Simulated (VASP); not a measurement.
A run of VASP 6.6.1:

INCAR

```
  PREC = Accurate
  ENCUT = 520
  EDIFF = 1E-6
  ISMEAR = 0
  SIGMA = 0.15
  LREAL = False
  LASPH = True
  NELM = 100
  ALGO = Normal
  ISIF = 2
  LWAVE = False
  LCHARG = False
  GGA = PE
  NBANDS = 16
```

Contents of KPOINTS:

```
regular mesh
0
Gamma
  12 12 12
```

Contents of POSCAR:

```
InSb
1.0
    0.0000000000      3.1095360000      3.1095360000
    3.1095360000      0.0000000000      3.1095360000
    3.1095360000      3.1095360000      0.0000000000
In Sb
1 1
Direct
    0.0000000000      0.0000000000      0.0000000000
    0.7500000000      0.7500000000      0.7500000000
```

Potentials or basis: VASP PAW PBE potentials, release 64 (In_d, Sb).

Command:

```sh
$ cat potpaw_PBE.64/In_d/POTCAR potpaw_PBE.64/Sb/POTCAR > POTCAR
$ mpirun -np 1 vasp_std > vasp.out
```

Hardware: 1 thread of Intel(R) Xeon(R) 6975P-C (Granite Rapids) (shared host).

Q: How long does it take, and how much memory?

A: Run time: 28 s on 1 thread of Intel(R) Xeon(R) 6975P-C (Granite Rapids) (shared host), peak memory 0.24 GiB. Counts: scf iterations 13, k points 72.
